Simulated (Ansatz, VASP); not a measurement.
Given: the input of a run of Ansatz 0.2.0 on Cu.

The input input.yaml:

```yaml
crystal:
  lattice:
    - [0.0, 1.8075, 1.8075]
    - [1.8075, 0.0, 1.8075]
    - [1.8075, 1.8075, 0.0]
  atoms:
    - { symbol: Cu, position: [0.0, 0.0, 0.0] }
kpoints:
  mp_grid: { grid: [13, 13, 13] }
scf:
  occupations: { method: gaussian, width: 0.015 }
hamiltonian:
  xc: pbe
  pseudopotentials: { kind: all_electron, lapw: { basis_error: 0.001 } }
output:
  forces: true
  stress: true
  eigenvalues: true
```

Potentials or basis: all-electron LAPW, scalar-relativistic.

Command:

```console
$ ansatz run input.yaml --threads 1 --pin off --max-ram 3072MiB --backend cpu --events-out ev --progress --plain --runs-dir out
```

Q: Translate it to VASP 6.6.1. Potentials there: VASP PAW PBE potentials, release 64 (Cu).

A: As run (the cutoff follows the program's own potentials):

File INCAR:

```
SYSTEM = Cu
ALGO = Normal
EDIFF = 1E-6
ENCUT = 600
GGA = PE
GGA_COMPAT = .False.
ISIF = 2
ISMEAR = 0
LASPH = .True.
LCHARG = .False.
LREAL = .False.
LWAVE = .False.
NBANDS = 12
NELM = 120
PREC = Accurate
SIGMA = 0.015
```

File KPOINTS:

```
k-points
0
Gamma
  13 13 13
  0 0 0
```

The input POSCAR:

```
Cu
1.0
    0.0000000000      1.8075000000      1.8075000000
    1.8075000000      0.0000000000      1.8075000000
    1.8075000000      1.8075000000      0.0000000000
Cu
1
Direct
    0.0000000000      0.0000000000      0.0000000000
```

Potentials or basis: VASP PAW PBE potentials, release 64 (Cu).

Launch:

```bash
$ cat potpaw_PBE.64/Cu/POTCAR > POTCAR
$ mpirun -np 1 vasp_std > vasp.out
```

Both were run:

|  | VASP | Ansatz | Ansatz less VASP |
| --- | --- | --- | --- |
| gap on the k mesh at the Fermi level (eV) | none | none | - |
| pressure (GPa) | 2.3 | 1.7 | -0.62 |

A gap of «none» marks a metal or a gap that the smearing closes. Ansatz ran all-electron here, and VASP with PAW potentials.
